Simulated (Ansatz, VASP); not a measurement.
## One calculation of Al12NO, two programs

```xyz
14
Lattice="5.7143 0.0000 0.0000 0.0000 5.7143 0.0000 0.0000 0.0000 22.1750" Properties=species:S:1:pos:R:3 pbc="T T T"
Al    1.4286    1.4286    4.0000
Al    1.4286    4.2857    4.0000
Al    4.2857    1.4286    4.0000
Al    4.2857    4.2857    4.0000
Al    0.0000    0.0000    6.0850
Al    0.0000    2.8572    6.0850
Al    2.8572    0.0000    6.0850
Al    2.8572    2.8572    6.0850
Al    1.4286    1.4286    8.1750
Al    1.4286    4.2857    8.1750
Al    4.2857    1.4286    8.1750
Al    4.2857    4.2857    8.1750
N     2.1927    2.8572    9.2950
O     3.5217    2.8572    9.2950
```

Alike in both runs: task single point; functional PBE; k mesh 5 × 5 × 1; occupations gaussian, width 0.1 eV; collinear spin.

```csv
,VASP,Ansatz
version,VASP 6.6.1,Ansatz 0.2.0
potentials or method,"VASP PAW PBE potentials, release 64 (Al, N, O), cutoff 520 eV","scalar-relativistic, plane waves, PAW"
valence electrons in the cell,47,47
```

Ansatz gave:

| Quantity | Value |
| --- | --- |
| gap on the k mesh at the Fermi level (eV) | none |
| rms of the force components (eV/Å) | 0.950 |
| net moment per atom (μB) | 0.00 |

Estimate VASP's values.

gap on the k mesh at the Fermi level (eV): none; rms of the force components (eV/Å): 1.003; net moment per atom (μB): 0.00.

Atom by atom the forces differ by 0.054 eV/Å (rms over components). A gap of «none» marks a metal or a gap that the smearing closes. The functional is the same, so the differences come from potentials, cutoffs and numerics. Ansatz's warnings: seeded moment not kept.
